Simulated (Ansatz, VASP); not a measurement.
# Two plane-wave programs on ZnAg2S2

```xyz
5
Lattice="4.4637 0.0000 0.0000 -2.2319 3.8657 0.0000 0.0000 0.0000 5.5489" Properties=species:S:1:pos:R:3 pbc="T T T"
Zn    2.2319    1.2886    0.0000
Ag    2.2319    1.2886    2.7745
Ag    0.0000    0.0000    0.0000
S     0.0000    2.5771    4.1580
S     0.0000    2.5771    1.3909
```

Change from the starting cell: species swapped into the Sr2ZnSb2 type (P-6m2, No. 187).

Alike in both runs: functional PBE; k mesh 6 × 6 × 2; occupations gaussian, width 0.1 eV; collinear spin.

Ansatz relaxed the structure, and its values are those at the end. VASP's run is a single point on that final structure, the one shown.

|  | VASP | Ansatz |
| --- | --- | --- |
| version | VASP 6.6.1 | Ansatz 0.2.0 |
| potentials or method | VASP PAW PBE potentials, release 64 (Zn, Ag, S), cutoff 520 eV | scalar-relativistic, plane waves, PAW |
| valence electrons in the cell | 46 | 62 |

```csv
,VASP,Ansatz,Ansatz less VASP
gap on the k mesh at the Fermi level (eV),none,none,-
pressure (GPa),-0.1,-0.1,+0.01
rms of the force components (eV/Å),0.006,0.006,+0.0002
net moment per atom (μB),0.00,0.00,0.000
```

A gap of «none» marks a metal or a gap that the smearing closes. VASP's potentials hold 46 valence electrons a cell and Ansatz's 62, so a difference there can come from the potentials and not from the codes. Ansatz's warnings: seeded moment not kept.

The k mesh is coarse, so the values compare programs but aren't converged.
